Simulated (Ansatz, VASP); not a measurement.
## TiN in VASP and in Ansatz

```
CELL_PARAMETERS angstrom
0.00000 2.12905 2.12905
2.12905 0.00000 2.12905
2.12905 2.12905 0.00000
ATOMIC_POSITIONS crystal
Ti 0.00000 0.00000 0.00000
N 0.50000 0.50000 0.50000
```

Change from the starting cell: volume scaled by 1.01.

Alike in both runs: task single point; functional PBEsol; k mesh 17 × 17 × 17; occupations fermi-dirac, width 0.05 eV; no spin polarisation.

|  | VASP | Ansatz |
| --- | --- | --- |
| version | VASP 6.6.1 | Ansatz 0.2.0 |
| potentials or method | VASP PAW PBE potentials, release 64 (Ti_sv, N), cutoff 520 eV | all-electron LAPW, scalar-relativistic |

Ansatz gave:

| Item | Value |
| --- | --- |
| pressure (GPa) | -10.6 |

Task: What did VASP give for the same quantities?

Result: Pressure (GPa): -10.2.

VASP's potentials were made for PBE, not for PBEsol. Ansatz ran all-electron here, and VASP with PAW potentials.
